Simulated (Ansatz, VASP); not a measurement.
# NiO in VASP and in Ansatz

The input INCAR:

```
SYSTEM = NiO
PREC     = Accurate       ! precision mode
ENCUT    = 520            ! plane-wave cutoff, eV
EDIFF    = 1E-6           ! SCF threshold, eV
ISMEAR   = -1             ! smearing method
SIGMA    = 0.03           ! smearing width, eV
LREAL    = .FALSE.        ! projectors in reciprocal space
LASPH    = .TRUE.         ! aspherical terms in the spheres
NELM     = 150            ! most SCF steps
ALGO     = Normal         ! electronic algorithm
ISIF     = 2              ! what is computed and relaxed
LWAVE    = .FALSE.        ! write WAVECAR
LCHARG   = .FALSE.        ! write CHGCAR
ISPIN    = 2              ! spin polarisation
MAGMOM   = 1.5 0          ! initial moments
LORBIT   = 11             ! projections on sites
LMAXMIX  = 4              ! l up to which the mixer works
GGA      = PE             ! functional
NBANDS   = 19             ! bands
```

The input KPOINTS:

```
regular mesh
0
G
  17 17 17
  0 0 0
```

Contents of POSCAR:

```
NiO
1.0
    0.0000000000      2.0630455893      2.0630455893
    2.0630455893      0.0000000000      2.0630455893
    2.0630455893      2.0630455893      0.0000000000
Ni O
1 1
Direct
    0.0000000000      0.0000000000      0.0000000000
    0.5000000000      0.5000000000      0.5000000000
```

Input for Ansatz:

```yaml
crystal:
  lattice:
    - [0.0, 2.0630455893, 2.0630455893]
    - [2.0630455893, 0.0, 2.0630455893]
    - [2.0630455893, 2.0630455893, 0.0]
  atoms:
    - { symbol: Ni, position: [0.0, 0.0, 0.0], spin: 1.5 }
    - { symbol: O, position: [0.5, 0.5, 0.5] }
magnetization:
  spin_polarized: true
kpoints:
  mp_grid: { grid: [17, 17, 17] }
  band_path:
    path:
      - [0.0, 0.0, 0.0]
      - [0.5, 0.0, 0.5]
      - [0.625, 0.25, 0.625]
      - [0.375, 0.375, 0.75]
      - [0.0, 0.0, 0.0]
      - [0.5, 0.5, 0.5]
      - [0.5, 0.25, 0.75]
      - [0.5, 0.0, 0.5]
    npoints: 5
scf:
  occupations: { method: fermi_dirac, width: 0.03 }
hamiltonian:
  xc: pbe
  pseudopotentials: { kind: all_electron, lapw: { basis_error: 0.001 } }
output:
  forces: true
  stress: true
  eigenvalues: true
```

Change from the starting cell: volume scaled by 0.96.

Alike in both runs: task single point; functional PBE; k mesh 17 × 17 × 17; occupations fermi-dirac, width 0.03 eV; collinear spin.

|  | VASP | Ansatz |
| --- | --- | --- |
| version | VASP 6.6.1 | Ansatz 0.2.0 |
| potentials or method | VASP PAW PBE potentials, release 64 (Ni, O), cutoff 520 eV | all-electron LAPW, scalar-relativistic |

|  | VASP | Ansatz | Ansatz less VASP |
| --- | --- | --- | --- |
| pressure (GPa) | 11.9 | 12.9 | +0.99 |
| net moment per atom (μB) | 0.79 | 0.84 | +0.045 |
| size of the moment on the site where the two differ most (μB) | 1.32 | 1.40 | +0.085 |

Site moments also hang on the region over which each program counts them. Ansatz ran all-electron here, and VASP with PAW potentials.
